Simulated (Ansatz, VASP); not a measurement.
**One calculation of SiC, two programs**

The input INCAR:

```
PREC     = Accurate       # precision mode
ENCUT    = 520            # plane-wave cutoff, eV
EDIFF    = 1E-7           # SCF threshold, eV
ISMEAR   = 0              # smearing method
SIGMA    = 0.05           # smearing width, eV
LREAL    = F              # projectors in reciprocal space
LASPH    = T              # aspherical terms in the spheres
NELM     = 60             # most SCF steps
ALGO     = Normal         # electronic algorithm
ISIF     = 2              # what is computed and relaxed
LWAVE    = F              # write WAVECAR
LCHARG   = T              # write CHGCAR
GGA      = PE             # functional
LELF     = T              # ELF
LVHAR    = T            
NBANDS   = 26             # bands
```

Contents of KPOINTS:

```
regular mesh
0
Gamma
  12 12 4
```

The input POSCAR:

```
SiC
1.0
    3.2385000000      0.0000000000      0.0000000000
   -1.6192500000      2.8046232702      0.0000000000
    0.0000000000      0.0000000000     10.3993000000
Si C
4 4
Direct
    0.6666666667      0.3333333333      0.9378436843
    0.3333333333      0.6666666667      0.4378436843
    0.0000000000      0.0000000000      0.6878989045
    0.0000000000      0.0000000000      0.1878989045
    0.6666666667      0.3333333333      0.7498087506
    0.3333333333      0.6666666667      0.2498087506
    0.0000000000      0.0000000000      0.5004476606
    0.0000000000      0.0000000000      0.0004476606
```

Input for Ansatz:

```yaml
crystal:
  lattice:
    - [3.2385, 0.0, 0.0]
    - [-1.61925, 2.8046232702, 0.0]
    - [0.0, 0.0, 10.3993]
  atoms:
    - { symbol: Si, position: [0.6666666667, 0.3333333333, 0.9378436843] }
    - { symbol: Si, position: [0.3333333333, 0.6666666667, 0.4378436843] }
    - { symbol: Si, position: [0.0, 0.0, 0.6878989045] }
    - { symbol: Si, position: [0.0, 0.0, 0.1878989045] }
    - { symbol: C, position: [0.6666666667, 0.3333333333, 0.7498087506] }
    - { symbol: C, position: [0.3333333333, 0.6666666667, 0.2498087506] }
    - { symbol: C, position: [0.0, 0.0, 0.5004476606] }
    - { symbol: C, position: [0.0, 0.0, 0.0004476606] }
basis:
  ecutwfc: 520.0
kpoints:
  mp_grid: { grid: [12, 12, 4] }
hamiltonian:
  xc: pbe
  pseudopotentials: { kind: paw, azcp: { folder: soft_1 } }
scf:
  occupations: { method: gaussian, width: 0.05 }
output:
  forces: true
  stress: true
  eigenvalues: true
```

Alike in both runs: task single point; functional PBE; k mesh 12 × 12 × 4; occupations gaussian, width 0.05 eV; no spin polarisation.

|  | VASP | Ansatz |
| --- | --- | --- |
| version | VASP 6.6.1 | Ansatz 0.2.0 |
| potentials or method | VASP PAW PBE potentials, release 64 (Si, C), cutoff 520 eV | scalar-relativistic, plane waves, PAW |
| valence electrons in the cell | 32 | 32 |

```tsv
	VASP	Ansatz	Ansatz less VASP
gap on the k mesh at the Fermi level (eV)	2.16	2.16	+0.003
least direct gap on the mesh (eV)	3.20	3.21	+0.003
pressure (GPa)	-19.7	-19.8	-0.02
traceless stress, the component that is largest in VASP (GPa)	5.24	5.22	-0.026
rms of the force components (eV/Å)	0.045	0.045	-0.0001
```

Atom by atom the forces differ by 0.000 eV/Å (rms over components). The functional is the same, so the differences come from potentials, cutoffs and numerics.
